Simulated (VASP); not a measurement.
# Ca (Cmce) in VASP: single point with r2SCAN

Aim: the single point of Ca with r2SCAN.

All numbers are computed with VASP 6.6.1; they aren't measurements. Logs are shortened: lines on timing, memory, paths and dates and some standing lists are left out, and cuts for length are marked.

### Step 1. The cell of the first run

Symmetry: Cmce, No. 64, orthorhombic system. Conventional cell: a = 4.421 Å, b = 14.025 Å, c = 5.850 Å, α = 90.00°, β = 90.00°, γ = 90.00°. Within 3.8 Å of Ca (site symmetry m) lie 3 Ca at 2.90 to 2.94 Å.

### Step 2. Single point, r2SCAN

The input, POSCAR:

```
Ca
1.0
    2.2105925636     -7.0124537517      0.0000000000
    2.2105925636      7.0124537517      0.0000000000
    0.0000000000      0.0000000000      5.8503899872
Ca
4
Direct
    0.0980000000      0.9020000000      0.9100000000
    0.5980000000      0.4020000000      0.5900000000
    0.9020000000      0.0980000000      0.0900000000
    0.4020000000      0.5980000000      0.4100000000
```

The input, INCAR.step1:

```
PREC = Accurate ; ENCUT = 520
ISMEAR = 0 ; SIGMA = 0.1
LREAL = False ; LASPH = True
NELM = 100 ; NBANDS = 28
GGA = PE ; ALGO = Normal
EDIFF = 1E-4 ; LWAVE = True
LCHARG = False
```

The input, INCAR.step2:

```
PREC = Accurate ; ENCUT = 520
EDIFF = 1E-6 ; ISMEAR = 0
SIGMA = 0.1 ; LREAL = False
LASPH = True ; NELM = 100
ALGO = Normal ; ISIF = 2
LWAVE = False ; LCHARG = False
METAGGA = R2SCAN ; LMIXTAU = True
NBANDS = 28 ; ISTART = 1
```

The input, KPOINTS:

```
regular mesh
0
Gamma
  4 4 4
```

Potentials or basis: VASP PAW PBE potentials, release 64 (Ca_sv).

Started as:

```bash
$ cat potpaw_PBE.64/Ca_sv/POTCAR > POTCAR
$ cp INCAR.step1 INCAR
$ mpirun -np 1 vasp_std > vasp.out
$ cp INCAR.step2 INCAR
$ mpirun -np 1 vasp_std > vasp.out
```

OUTCAR:

```text
PREC = Accurate
   ENCUT = 520
   EDIFF = 1E-6
   ISMEAR = 0
   LREAL = False
   LASPH = True
   NELM = 100
   ISIF = 2
   METAGGA = R2SCAN
   ISTART = 1

 ion  position               nearest neighbor table
   1  0.098  0.902  0.910-   2 2.90   2 2.90   3 2.94
   2  0.598  0.402  0.590-   1 2.90   1 2.90   4 2.94
   3  0.902  0.098  0.090-   4 2.90   4 2.90   1 2.94
   4  0.402  0.598  0.410-   3 2.90   3 2.90   2 2.94

  LATTYP: Found a base centered orthorhombic cell.
 ALAT       =     4.4211851272
 B/A-ratio  =     3.1722054381
 C/A-ratio  =     1.3232628399

  Lattice vectors:

 A1 = (   2.2105925636,  -7.0124537517,   0.0000000000)
 A2 = (   2.2105925636,   7.0124537517,   0.0000000000)
 A3 = (   0.0000000000,   0.0000000000,   5.8503899872)

Analysis of symmetry for initial positions (statically):
=====================================================================
 Subroutine PRICEL returns:
 Original cell was already a primitive cell.

 Routine SETGRP: Setting up the symmetry group for a
 base centered orthorhombic supercell.

 Subroutine GETGRP returns: Found  8 space group operations
 (whereof  4 operations were pure point group operations)
 out of a pool of  8 trial point group operations.

The static configuration has the point symmetry C_2h.
 The point group associated with its full space group is D_2h.

Analysis of symmetry for dynamics (positions and initial velocities):
=====================================================================
 Subroutine PRICEL returns:
 Original cell was already a primitive cell.

 Routine SETGRP: Setting up the symmetry group for a
 base centered orthorhombic supercell.

 Subroutine GETGRP returns: Found  8 space group operations
 (whereof  4 operations were pure point group operations)
 out of a pool of  8 trial point group operations.

The dynamic configuration has the point symmetry C_2h.
 The point group associated with its full space group is D_2h.

 Subroutine INISYM returns: Found  8 space group operations
 (whereof  4 operations are pure point group operations),
 and found     1 'primitive' translations

----------------------------------------------------------------------------------------

                                     Primitive cell

  volume of cell :     181.3817

  direct lattice vectors                    reciprocal lattice vectors
     2.210592564 -7.012453752  0.000000000     0.226183698 -0.071301718  0.000000000
     2.210592564  7.012453752  0.000000000     0.226183698  0.071301718  0.000000000
     0.000000000  0.000000000  5.850389987     0.000000000  0.000000000  0.170928776

  length of vectors
     7.352634025  7.352634025  5.850389987     0.237156067  0.237156067  0.170928776

  position of ions in fractional coordinates (direct lattice)
     0.098000000  0.902000000  0.910000000
     0.598000000  0.402000000  0.590000000
     0.902000000  0.098000000  0.090000000
     0.402000000  0.598000000  0.410000000

  ion indices of the primitive-cell ions
   primitive index   ion index
                 1           1
                 2           2
                 3           3
                 4           4

----------------------------------------------------------------------------------------

 KPOINTS: regular mesh

Automatic generation of k-mesh.
 Grid dimensions read from file:
 generate k-points for:    4    4    4

 Generating k-lattice:

  Cartesian coordinates                     Fractional coordinates (reciprocal lattice)
     0.056545924 -0.017825430  0.000000000     0.250000000  0.000000000  0.000000000
     0.056545924  0.017825430  0.000000000     0.000000000  0.250000000  0.000000000
     0.000000000  0.000000000  0.042732194     0.000000000  0.000000000  0.250000000

  Length of vectors
     0.059289017  0.059289017  0.042732194

  Shift w.r.t. Gamma in fractional coordinates (k-lattice)
     0.000000000  0.000000000  0.000000000

 Subroutine IBZKPT returns following result:
 ===========================================

 Found     21 irreducible k-points:

 Following reciprocal coordinates:
            Coordinates               Weight
  0.000000  0.000000  0.000000      1.000000
  0.250000  0.000000  0.000000      4.000000
  0.500000  0.000000  0.000000      2.000000
  0.250000  0.250000  0.000000      2.000000
  0.500000  0.250000  0.000000      4.000000
 -0.250000  0.250000  0.000000      2.000000
[... 13 lines left out ...]
 -0.250000  0.250000  0.500000      2.000000
  0.500000  0.500000  0.500000      1.000000
   k-points           NKPTS =     21   k-points in BZ     NKDIM =     21   number of bands    NBANDS=     28
   number of dos      NEDOS =    301   number of ions     NIONS =      4
   total plane-waves  NPLWV = 150528
   dimension x,y,z NGX =    56 NGY =   56 NGZ =   48
   dimension x,y,z NGXF=   112 NGYF=  112 NGZF=   96
   ions per type =               4
   NGX,Y,Z   is equivalent  to a cutoff of  12.66, 12.66, 13.64 a.u.
   NGXF,Y,Z  is equivalent  to a cutoff of  25.32, 25.32, 27.28 a.u.
 SYSTEM =  unknown system
   PREC   = accura    normal or accurate (medium, high low for compatibility)
   ISTART =      1    job   : 0-new  1-cont  2-samecut
   ICHARG =      0    charge: 1-file 2-atom 10-const
   ISPIN  =      1    spin polarized calculation?
   LNONCOLLINEAR =      F non collinear calculations
   LSORBIT =      F    spin-orbit coupling
   LASPH  =      T    aspherical Exc in radial PAW
   ENCUT  =  520.0 eV  38.22 Ry    6.18 a.u.  13.67 13.67 10.88*2*pi/ulx,y,z
   NELM   =    100;   NELMIN=  2; NELMDL=  0     # of ELM steps
   EDIFF  = 0.1E-05   stopping-criterion for ELM
   LREAL  =      F    real-space projection
   EDIFFG = 0.1E-04   stopping-criterion for IOM
   NSW    =      0    number of steps for IOM
   IBRION =     -1    ionic relax: 0-MD 1-quasi-New 2-CG
   NFREE  =      0    steps in history (QN), initial steepest desc. (CG)
   ISIF   =      2    stress and relaxation
   ISYM   =      2    0-nonsym 1-usesym 2-fastsym
   POTIM  = 0.5000    time-step for ionic-motion
   TEBEG  =    0.0;   TEEND  =   0.0 temperature during run
   PSTRESS=    0.0 pullay stress
   NELECT =      40.0000    total number of electrons
   NUPDOWN=      -1.0000    fix difference up-down
   EMIN   =  10.00;   EMAX   =-10.00  energy-range for DOS
   EFERMI =   0.00;   METHOD = LEGACY
   ISMEAR =     0;   SIGMA  =   0.10  broadening in eV -4-tet -1-fermi 0-gaus
   EFERMI_NEDOS =   21; number of points for ismear=-14 and -15
   IALGO  =     38    algorithm
   IMIX   =      4    mixing-type and parameters
     AMIX     =   0.40;   BMIX     =  1.00
     AMIX_MAG =   1.60;   BMIX_MAG =  1.00
  volume/ion in A,a.u.               =      45.35       306.01
  Fermi-wavevector in a.u.,A,eV,Ry     =   0.989077  1.869085 13.310230  0.978274
  Thomas-Fermi vector in A             =   2.120650
   LORBIT       =      0    0 simple, 1 ext, 2 COOP (PROOUT), +10 PAW based schemes
   METAGGA = R2SCAN    functional components
   LHFCALC =     F    Hartree Fock is set to
   AEXX    =    0.0000 exact exchange contribution
   IVDW    =     0    specifies the selected vdW correction
   LEPSILON=     F    determine dielectric tensor
   LRPA    =     F    only Hartree local field effects (RPA)
 non-spin polarized calculation
 Gauss-broadening in eV      SIGMA  =   0.10
  energy-cutoff  :      520.00
  volume of cell :      181.38
 maximum number of plane-waves:      4902
 NGX is ok and might be reduce to    56
   NGX = 27   NGY = 27   NGZ = 21

 number of electron      39.9999994 magnetization

 Free energy of the ion-electron system (eV)
  ---------------------------------------------------
  ext. energy  EPLUGINS =         0.00000000
  ---------------------------------------------------
  free energy    TOTEN  =       -23.15222683 eV

  energy without entropy =      -23.11767285  energy(sigma->0) =      -23.13494984

 E-fermi :   1.5881     XC(G=0):  -7.7810

 val. band max:        1.5682885590   @ k =   0.5000   0.5000   0.2500
 cond. band min:       1.5956332954   @ k =  -0.2500   0.2500   0.2500
 fundamental gap:      0.0273447364
 Fermi energy:         1.5881143427

 k-point     1 :       0.0000    0.0000    0.0000
  band No.  band energies     occupation
      1     -42.7319      2.00000
      2     -42.6667      2.00000
      3     -42.5751      2.00000
      4     -42.5106      2.00000
      5     -23.1347      2.00000
      6     -23.1103      2.00000
[... 20 lines left out ...]
     27       3.1455      0.00000
     28       3.2540      0.00000

 k-point     2 :       0.2500    0.0000    0.0000
  band No.  band energies     occupation
      1     -42.7086      2.00000
      2     -42.6437      2.00000
      3     -42.5978      2.00000
      4     -42.5333      2.00000
      5     -23.1423      2.00000
      6     -23.1354      2.00000
[... 20 lines left out ...]
     27       3.1283      0.00000
     28       3.2966      0.00000

 k-point     3 :       0.5000    0.0000    0.0000
  band No.  band energies     occupation
      1     -42.6529      2.00000
      2     -42.6529      2.00000
      3     -42.5883      2.00000
      4     -42.5883      2.00000
      5     -23.1529      2.00000
      6     -23.1529      2.00000
[... 20 lines left out ...]
     27       3.3732      0.00000
     28       3.3732      0.00000

 k-point     4 :       0.2500    0.2500    0.0000
  band No.  band energies     occupation
      1     -42.6530      2.00000
      2     -42.6529      2.00000
      3     -42.5884      2.00000
      4     -42.5883      2.00000
      5     -23.1533      2.00000
      6     -23.1525      2.00000
[... 485 lines left out ...]
     27       3.2657      0.00000
     28       3.2657      0.00000

 k-point    20 :      -0.2500    0.2500    0.5000
  band No.  band energies     occupation
      1     -42.7053      2.00000
      2     -42.7053      2.00000
      3     -42.5369      2.00000
      4     -42.5369      2.00000
      5     -23.0798      2.00000
      6     -23.0798      2.00000
[... 20 lines left out ...]
     27       3.0735      0.00000
     28       3.0735      0.00000

 k-point    21 :       0.5000    0.5000    0.5000
  band No.  band energies     occupation
      1     -42.7052      2.00000
      2     -42.7052      2.00000
      3     -42.5370      2.00000
      4     -42.5370      2.00000
      5     -23.0798      2.00000
      6     -23.0798      2.00000
[... 20 lines left out ...]
     27       3.0684      0.00000
     28       3.0684      0.00000

------------------------ aborting loop because EDIFF is reached ----------------------------------------

  FORCE on cell =-STRESS in cart. coord.  units (eV):
  Direction    XX          YY          ZZ          XY          YZ          ZX
  --------------------------------------------------------------------------------------
  -------------------------------------------------------------------------------------
  Total        3.8934768      1.5652044      2.2508615      0.0000000      0.0000000      0.0000000
  in kB       34.3917791     13.8257315     19.8822637      0.0000000      0.0000000      0.0000000
  external PRESSURE =      22.6999247 kB  Pullay stress =       0.0000000 kB

 VOLUME and BASIS-vectors are now :
 -----------------------------------------------------------------------------
  energy-cutoff  :      520.00
  volume of cell :      181.38
      direct lattice vectors                 reciprocal lattice vectors
     2.210592564 -7.012453752  0.000000000     0.226183698 -0.071301718  0.000000000
     2.210592564  7.012453752  0.000000000     0.226183698  0.071301718  0.000000000
     0.000000000  0.000000000  5.850389987     0.000000000  0.000000000  0.170928776

 POSITION                                       TOTAL-FORCE (eV/Angst)
 -----------------------------------------------------------------------------------
      2.21059      5.63801      5.32385         0.000000     -1.319697      2.171111
      2.21059     -1.37444      3.45173         0.000000     -1.319697     -2.171111
      2.21059     -5.63801      0.52654         0.000000      1.319697     -2.171111
      2.21059      1.37444      2.39866         0.000000      1.319697      2.171111
 -----------------------------------------------------------------------------------
    total drift:                                0.000000     -0.000000      0.000000

  FREE ENERGIE OF THE ION-ELECTRON SYSTEM (eV)
  ---------------------------------------------------
  free  energy   TOTEN  =       -23.1522268279 eV

  energy  without entropy=      -23.1176728546  energy(sigma->0) =      -23.13494984
```

It took 9.9 min on 1 thread of Intel Xeon Platinum 8375C at 2.90GHz (Ice Lake), shared host; peak memory 0.44 GiB.

What came out:

| Item | Value |
| --- | --- |
| Free energy | -23.1522 eV |
| Pressure | 2.3 GPa |
| Largest force | 2.541 eV/Å |
| Band gap on the k mesh | zero (band 20 reaches 1.77 eV, above the bottom of band 21 at 1.57 eV) |

Forces in eV/Å, atoms in the order of the input:
```
Ca   0.000 -1.320  2.171
Ca   0.000 -1.320 -2.171
Ca   0.000  1.320 -2.171
Ca   0.000  1.320  2.171
```

Stress tensor (GPa, compression positive):
```
3.44 0.00 0.00
0.00 1.38 0.00
0.00 0.00 1.99
```

Caveat: the k points lie up to 0.37 Å⁻¹ apart; the PAW data sets were made with another functional, which shifts forces and pressure a little.
